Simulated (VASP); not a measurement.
Crystal: ScB2N3.

```
CELL_PARAMETERS angstrom
4.63144 0.00000 0.00000
-2.31572 4.01094 0.00000
0.00000 0.00000 3.69426
ATOMIC_POSITIONS crystal
Sc 0.00000 0.00000 0.50000
B 0.33333 0.66667 0.00000
B 0.66667 0.33333 0.00000
N 0.49162 0.00000 0.00000
N 0.00000 0.49162 0.00000
N 0.50838 0.50838 0.00000
```

```yaml
Program: VASP 6.6.1
Task: relaxation of cell and atoms
Functional: PBE
Potentials_or_basis: VASP PAW PBE potentials, release 64 (Sc_sv, B, N)
Cutoff: 600 eV
k_mesh: 6 × 6 × 6
Occupations: gaussian, width 0.1 eV
Spin: no spin polarisation
```

At the start: pressure 19.7 GPa; volume 11.44 Å³/atom.

Task: Where does the relaxation end?

Result: Over 20 steps the energy falls by 1102.3 meV/atom and the volume is 9.31 Å³/atom (-18.6 %); space group P-62m (No. 189, to 0.05 Å).

The path:
| step | energy change (eV) | largest force (eV/Å) | pressure (GPa) | volume (Å³) |
| --- | --- | --- | --- | --- |
| 1 | 0.0000 | 0.8800 | 19.72 | 68.63 |
| 2 | 0.1646 | 0.7121 | -30.97 | 82.22 |
| 3 | -1.3189 | 0.9435 | -11.62 | 75.13 |
| 4 | -1.3216 | 0.9505 | -10.32 | 74.78 |
| 5 | -2.0162 | 1.5432 | -9.15 | 69.02 |
| 6 | -2.0430 | 2.5909 | 8.87 | 52.19 |
| 7 | -2.5728 | 2.2380 | -4.74 | 61.23 |
| 8 | -2.6061 | 2.5024 | -1.42 | 58.09 |
| 9 | -3.1013 | 2.9019 | 4.87 | 55.22 |
| 10 | -3.6740 | 1.9383 | 33.34 | 47.14 |
| 11 | -3.7420 | 2.6680 | 22.09 | 49.53 |
| 12 | -4.3845 | 2.1472 | 19.96 | 49.56 |
| 13 | -5.0775 | 2.1870 | 17.33 | 49.62 |
| 14 | -5.1665 | 0.4661 | 17.04 | 49.61 |
| 15 | -5.9000 | 0.6171 | 11.02 | 51.32 |
| 16 | -6.5372 | 1.0474 | 1.38 | 54.90 |
| 17 | -6.5407 | 1.0981 | 0.67 | 55.23 |
| 18 | -6.5965 | 0.4407 | 2.08 | 55.22 |
| 19 | -6.6064 | 0.0190 | 3.09 | 55.21 |
| 20 | -6.6138 | 0.0028 | 0.31 | 55.85 |

Final structure:
```
Sc B N
1.0
     4.56143    0.00000    0.00000
    -2.28072    3.95032    0.00000
     0.00000    0.00000    3.09967
Sc B N
1 2 3
Direct
  0.00000 0.00000 0.50000
  0.33333 0.66667 0.00000
  0.66667 0.33333 0.00000
  0.35905 0.00000 0.00000
  0.00000 0.35905 0.00000
  0.64095 0.64095 0.00000
```

Caveat: the volume moved by over 15 % at a fixed basis, so the end points are rough.
